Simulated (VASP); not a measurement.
# Mg9O8 (a cell with a defect) in VASP: relaxation of the atoms with PBE

Aim: the relaxation of the atoms of Mg9O8 (a cell with a defect) with PBE.

All numbers are computed with VASP 6.6.1; they aren't measurements. Logs are shortened: lines on timing, memory, paths and dates and some standing lists are left out, and cuts for length are marked.

### Step 1. The cell of the first run

The cell holds a defect, 17 atoms: a = 5.694 Å, b = 5.694 Å, c = 5.694 Å, α = 60.00°, β = 60.00°, γ = 60.00°.

### Step 2. Relaxation of the atoms, PBE

Contents of INCAR:

```
SYSTEM = Mg9O8
PREC     = Accurate       ! precision mode
ENCUT    = 520            ! plane-wave cutoff, eV
EDIFF    = 1E-6           ! SCF threshold, eV
ISMEAR   = 0              ! smearing method
SIGMA    = 0.05           ! smearing width, eV
LREAL    = Auto         
LASPH    = .True.         ! aspherical terms in the spheres
NELM     = 100            ! most SCF steps
ALGO     = Normal         ! electronic algorithm
ISIF     = 2              ! what is computed and relaxed
LWAVE    = .False.        ! write WAVECAR
LCHARG   = .False.        ! write CHGCAR
GGA      = PE             ! functional
IBRION   = 2              ! ionic algorithm
NSW      = 80             ! ionic steps
EDIFFG   = -0.03          ! ionic threshold
```

Contents of KPOINTS:

```
regular mesh
0
Gamma
  2 2 2
  0 0 0
```

Contents of POSCAR:

```
Mg9O8
1.0
    0.0000000000      4.0260000000      4.0260000000
    4.0260000000      0.0000000000      4.0260000000
    4.0260000000      4.0260000000      0.0000000000
Mg O
9 8
Direct
    0.0000000000      0.0000000000      0.0000000000
    0.0000000000      0.0000000000      0.5000000000
    0.0000000000      0.5000000000      0.0000000000
    0.0000000000      0.5000000000      0.5000000000
    0.5000000000      0.0000000000      0.0000000000
    0.5000000000      0.0000000000      0.5000000000
    0.5000000000      0.5000000000      0.0000000000
    0.5000000000      0.5000000000      0.5000000000
    0.6323993800      0.1177332100      0.6313714400
    0.2500000000      0.2500000000      0.2500000000
    0.2500000000      0.2500000000      0.7500000000
    0.2500000000      0.7500000000      0.2500000000
    0.2500000000      0.7500000000      0.7500000000
    0.7500000000      0.2500000000      0.2500000000
    0.7500000000      0.2500000000      0.7500000000
    0.7500000000      0.7500000000      0.2500000000
    0.7500000000      0.7500000000      0.7500000000
```

Potentials or basis: VASP PAW PBE potentials, release 64 (Mg, O).

Command:

```bash
> cat potpaw_PBE.64/Mg/POTCAR potpaw_PBE.64/O/POTCAR > POTCAR
> mpirun -np 1 vasp_std > vasp.out
```

OUTCAR:

```text
SYSTEM = Mg9O8
   PREC = Accurate
   ENCUT = 520
   EDIFF = 1E-6
   ISMEAR = 0
   LREAL = Auto
   LASPH = .True.
   NELM = 100
   ISIF = 2
   GGA = PE
   IBRION = 2
   NSW = 80
   EDIFFG = -0.03

 ion  position               nearest neighbor table
   1  0.000  0.000  0.000-  11 2.01  12 2.01  13 2.01  14 2.01  15 2.01  16 2.01   2 2.85   3 2.85
                             5 2.85   2 2.85   4 2.85   6 2.85   3 2.85   4 2.85   7 2.85   5 2.85
   2  0.000  0.000  0.500-   9 1.71  10 2.01  12 2.01  13 2.01  14 2.01  15 2.01  17 2.01   4 2.85
                             6 2.85   1 2.85   1 2.85   3 2.85   5 2.85   3 2.85   4 2.85   8 2.85
   3  0.000  0.500  0.000-  10 2.01  11 2.01  13 2.01  14 2.01  16 2.01  17 2.01   1 2.85   4 2.85
                             7 2.85   2 2.85   4 2.85   8 2.85   1 2.85   2 2.85   5 2.85   5 2.85
   4  0.000  0.500  0.500-  10 2.01  11 2.01  12 2.01  15 2.01  16 2.01  17 2.01   2 2.85   3 2.85
                             8 2.85   1 2.85   3 2.85   7 2.85   1 2.85   2 2.85   6 2.85   6 2.85
   5  0.500  0.000  0.000-   9 1.71  10 2.01  11 2.01  12 2.01  15 2.01  16 2.01  17 2.01   6 2.85
                             7 2.85   1 2.85   2 2.85   6 2.85   8 2.85   3 2.85   7 2.85   8 2.85
   6  0.500  0.000  0.500-   9 1.77  10 2.01  11 2.01  13 2.01  14 2.01  16 2.01  17 2.01   5 2.85
                             8 2.85   2 2.85   1 2.85   5 2.85   7 2.85   4 2.85   7 2.85   8 2.85
   7  0.500  0.500  0.000-  10 2.01  12 2.01  13 2.01  14 2.01  15 2.01  17 2.01   3 2.85   5 2.85
                             8 2.85   4 2.85   6 2.85   8 2.85   1 2.85   5 2.85   6 2.85   1 2.85
   8  0.500  0.500  0.500-   9 1.78  11 2.01  12 2.01  13 2.01  14 2.01  15 2.01  16 2.01   6 2.85
                             7 2.85   4 2.85   3 2.85   5 2.85   7 2.85   2 2.85   5 2.85   6 2.85
   9  0.632  0.118  0.631-   2 1.71  17 1.71  15 1.71   5 1.71  14 1.77   6 1.77   8 1.78  11 1.78
                             3 3.29   1 3.29   4 3.32   7 3.32   4 3.32   7 3.33   1 3.35   3 3.35
  10  0.250  0.250  0.250-   2 2.01   3 2.01   4 2.01   5 2.01   6 2.01   7 2.01
  11  0.250  0.250  0.750-   9 1.78   3 2.01   4 2.01   5 2.01   6 2.01   8 2.01   1 2.01
  12  0.250  0.750  0.250-   1 2.01   2 2.01   4 2.01   5 2.01   7 2.01   8 2.01
  13  0.250  0.750  0.750-   1 2.01   2 2.01   3 2.01   6 2.01   7 2.01   8 2.01
  14  0.750  0.250  0.250-   9 1.77   2 2.01   3 2.01   6 2.01   7 2.01   8 2.01   1 2.01
  15  0.750  0.250  0.750-   9 1.71   2 2.01   4 2.01   5 2.01   7 2.01   8 2.01   1 2.01
  16  0.750  0.750  0.250-   1 2.01   3 2.01   4 2.01   5 2.01   6 2.01   8 2.01
  17  0.750  0.750  0.750-   9 1.71   3 2.01   4 2.01   5 2.01   6 2.01   7 2.01   2 2.01

 -----------------------------------------------------------------------------
|                                                                             |
|           W    W    AA    RRRRR   N    N  II  N    N   GGGG   !!!           |
|           W    W   A  A   R    R  NN   N  II  NN   N  G    G  !!!           |
|           W    W  A    A  R    R  N N  N  II  N N  N  G       !!!           |
|           W WW W  AAAAAA  RRRRR   N  N N  II  N  N N  G  GGG   !            |
|           WW  WW  A    A  R   R   N   NN  II  N   NN  G    G                |
|           W    W  A    A  R    R  N    N  II  N    N   GGGG   !!!           |
|                                                                             |
|     The distance between some ions is very small. Please check the          |
|     nearest-neighbor list in the OUTCAR file.                               |
|     I HOPE YOU KNOW WHAT YOU ARE DOING!                                     |
|                                                                             |
[... 176 lines left out ...]
   LHFCALC =     F    Hartree Fock is set to
   AEXX    =    0.0000 exact exchange contribution
   IVDW    =     0    specifies the selected vdW correction
   LEPSILON=     F    determine dielectric tensor
   LRPA    =     F    only Hartree local field effects (RPA)
 conjugate gradient relaxation of ions
 non-spin polarized calculation
 Gauss-broadening in eV      SIGMA  =   0.05
  energy-cutoff  :      520.00
  volume of cell :      130.51
 maximum number of plane-waves:      3527
   NGX = 21   NGY = 21   NGZ = 21

--------------------------------------- Ionic step        1  -------------------------------------------

 number of electron      66.0000019 magnetization

 Free energy of the ion-electron system (eV)
  ---------------------------------------------------
  ext. energy  EPLUGINS =         0.00000000
  ---------------------------------------------------
  free energy    TOTEN  =       -67.69655772 eV

  energy without entropy =      -67.68107646  energy(sigma->0) =      -67.68881709

------------------------ aborting loop because EDIFF is reached ----------------------------------------

  FORCE on cell =-STRESS in cart. coord.  units (eV):
  Direction    XX          YY          ZZ          XY          YZ          ZX
  --------------------------------------------------------------------------------------
  -------------------------------------------------------------------------------------
  Total       73.5084899     73.1058342     73.5088099     -0.0210261      0.0309273     -0.4879225
  in kB      902.3951986    897.4521705    902.3991270     -0.2581175      0.3796650     -5.9897697
  external PRESSURE =     900.7488320 kB  Pullay stress =       0.0000000 kB
[... 134 lines left out ...]
  FREE ENERGIE OF THE ION-ELECTRON SYSTEM (eV)
  ---------------------------------------------------
  free  energy   TOTEN  =       -73.7734119339 eV

  energy  without entropy=      -73.7595438170  energy(sigma->0) =      -73.76647788

[... ionic steps 4 to 32 ...]

--------------------------------------- Ionic step       33  -------------------------------------------

 number of electron      65.9999999 magnetization

------------------------ aborting loop because EDIFF is reached ----------------------------------------
[... 97 lines left out ...]
--------------------------------------- Ionic step       35  -------------------------------------------

 number of electron      65.9999999 magnetization

 Free energy of the ion-electron system (eV)
  ---------------------------------------------------
  ext. energy  EPLUGINS =         0.00000000
  ---------------------------------------------------
  free energy    TOTEN  =       -74.33466816 eV

  energy without entropy =      -74.33466686  energy(sigma->0) =      -74.33466751

 E-fermi :  12.5036     XC(G=0): -12.1124

 val. band max:       12.3538980139   @ k =   0.0000   0.0000   0.5000
 cond. band min:      12.6565202518   @ k =   0.0000   0.5000   0.0000
 fundamental gap:      0.3026222379
 Fermi energy:        12.5035626601

 k-point     1 :       0.0000    0.0000    0.0000
  band No.  band energies     occupation
      1     -13.3296      2.00000
      2     -11.8321      2.00000
      3     -11.7547      2.00000
      4     -11.5899      2.00000
      5     -11.5097      2.00000
      6     -11.2090      2.00000
[... 393 lines left out ...]
  FREE ENERGIE OF THE ION-ELECTRON SYSTEM (eV)
  ---------------------------------------------------
  free  energy   TOTEN  =       -74.3346681556 eV

  energy  without entropy=      -74.3346668619  energy(sigma->0) =      -74.33466751

 reached required accuracy - stopping structural energy minimisation
```

CONTCAR:

```text
Mg9O8
   1.00000000000000
     0.0000000000000000    4.0259999999999998    4.0259999999999998
     4.0259999999999998    0.0000000000000000    4.0259999999999998
     4.0259999999999998    4.0259999999999998    0.0000000000000000
  Mg              O
     9     8
Direct
     0.9956212341491083    0.0029510832659854    0.9956186746963777
     0.0739769615778601    0.9754931744826278    0.4749960535828325
     0.9956264712993491    0.5057715094569959    0.9956127847778868
     0.0036455710274040    0.5013591317754461    0.4936116737114017
     0.4757154010282694    0.9759162006380195    0.0724190552146966
     0.4838642953094930    0.9793266521443450    0.4837818748932587
[... 9 lines left out ...]
     0.7742589428103228    0.7407426672518735    0.2442420775810839
     0.7465822232705071    0.7260543664691507    0.7479511438962114

  0.00000000E+00  0.00000000E+00  0.00000000E+00
  0.00000000E+00  0.00000000E+00  0.00000000E+00
  0.00000000E+00  0.00000000E+00  0.00000000E+00
  0.00000000E+00  0.00000000E+00  0.00000000E+00
  0.00000000E+00  0.00000000E+00  0.00000000E+00
  0.00000000E+00  0.00000000E+00  0.00000000E+00
[... 9 lines left out ...]
  0.00000000E+00  0.00000000E+00  0.00000000E+00
  0.00000000E+00  0.00000000E+00  0.00000000E+00
```

Wall time 50 min (1 thread of Intel Xeon 8259CL, shared host); peak memory 0.28 GiB.

Results:

| Property | Result |
| --- | --- |
| Free energy | -74.3347 eV |
| Energy gained by relaxing | 390.5 meV/atom |
| Ionic steps | 35 |
| Pressure after relaxing | 87.2 GPa |
| Largest force after relaxing | 0.027 eV/Å |
| Band gap on the k mesh | zero (bands 33 and 34 overlap by 0.70 eV) |

Forces on the atoms (eV/Å):
```
Mg   0.000 -0.018  0.000
Mg  -0.004  0.017  0.004
Mg   0.001 -0.019 -0.001
Mg   0.002 -0.006 -0.004
Mg   0.000  0.014  0.000
Mg   0.005  0.026  0.006
Mg   0.000 -0.008 -0.001
Mg  -0.007  0.025 -0.005
Mg   0.000  0.023 -0.002
O   -0.006  0.005 -0.007
O   -0.001 -0.025  0.003
O    0.007  0.007  0.005
O    0.004  0.000 -0.006
O    0.001 -0.025  0.001
O    0.013 -0.007  0.011
O   -0.008  0.001  0.006
O   -0.008 -0.007 -0.010
```

The path:
```csv
step,energy change (eV),largest force (eV/Å),pressure (GPa)
1,0.0000,11.9657,90.07
2,3.2658,18.6001,112.10
3,-6.0769,1.9275,90.03
4,-6.0761,1.8594,89.88
5,-6.4785,0.9091,87.59
6,-6.4919,1.2284,87.27
7,-6.5639,1.0083,87.18
8,-6.5837,0.5420,87.15
9,-6.6044,0.1569,87.46
10,-6.6053,0.1062,87.39
11,-6.6060,0.0986,87.31
12,-6.6061,0.0567,87.33
13,-6.6068,0.0576,87.33
14,-6.6090,0.1093,87.34
15,-6.6122,0.2074,87.37
16,-6.6093,0.3784,87.41
17,-6.6129,0.2578,87.38
18,-6.6131,0.2570,87.38
19,-6.6136,0.2531,87.38
20,-6.6147,0.2456,87.37
21,-6.6164,0.2305,87.37
22,-6.6184,0.2238,87.36
23,-6.6201,0.2011,87.34
24,-6.6241,0.1357,87.31
25,-6.6266,0.1624,87.24
26,-6.6267,0.1394,87.26
27,-6.6285,0.1237,87.25
28,-6.6316,0.2001,87.26
29,-6.6318,0.2600,87.26
30,-6.6336,0.1961,87.24
31,-6.6361,0.0810,87.17
32,-6.6363,0.0940,87.16
33,-6.6372,0.0639,87.16
34,-6.6379,0.0403,87.16
35,-6.6381,0.0267,87.17
```

Final structure:
```
CELL_PARAMETERS angstrom
0.00000 4.02600 4.02600
4.02600 0.00000 4.02600
4.02600 4.02600 0.00000
ATOMIC_POSITIONS crystal
Mg 0.99562 0.00295 0.99562
Mg 0.07398 0.97549 0.47500
Mg 0.99563 0.50577 0.99561
Mg 0.00365 0.50136 0.49361
Mg 0.47572 0.97592 0.07242
Mg 0.48386 0.97933 0.48378
Mg 0.49286 0.50147 0.00415
Mg 0.48389 0.55298 0.48380
Mg 0.64177 0.10911 0.63994
O 0.24032 0.27712 0.24040
O 0.24874 0.25328 0.74460
O 0.24032 0.74214 0.24038
O 0.24436 0.74069 0.77426
O 0.74425 0.25400 0.24767
O 0.74660 0.27932 0.74794
O 0.77426 0.74074 0.24424
O 0.74658 0.72605 0.74795
```

Levels at points of the mesh, in eV from the Fermi level:
```
           k point  band 29  band 30  band 31  band 32  band 33  band 34  band 35  band 36  band 37  band 38
(0.00, 0.00, 0.00)    -8.38    -7.79    -7.78    -7.71    -2.14    -0.35     0.32     0.60     0.65     1.19
(0.50, 0.00, 0.00)    -8.20    -8.17    -8.10    -8.07    -0.25    -0.16     1.13     1.43     2.01     2.51
(0.00, 0.50, 0.00)    -8.35    -8.28    -7.97    -7.96    -0.29     0.15     0.96     1.55     1.97     2.62
(0.00, 0.00, 0.50)    -8.20    -8.17    -8.09    -8.06    -0.26    -0.15     1.12     1.44     2.03     2.52
(0.50, 0.50, 0.50)    -8.35    -8.28    -7.97    -7.96    -0.29     0.15     0.96     1.55     1.97     2.62
(0.50, 0.50, 0.00)    -8.46    -8.42    -8.30    -8.24     0.34     0.54     1.50     1.97     2.37     3.22
(0.00, 0.50, 0.50)    -8.46    -8.42    -8.30    -8.24     0.34     0.54     1.50     1.97     2.37     3.22
(0.50, 0.00, 0.50)    -8.55    -8.48    -8.34    -8.26     0.17     0.82     1.51     1.69     2.50     2.90
```

Caveat: the k points lie up to 0.68 Å⁻¹ apart, too coarse for converged energies and pressures of a metal.

The gap in the log of VASP goes by the Fermi energy; the results here count the filled bands.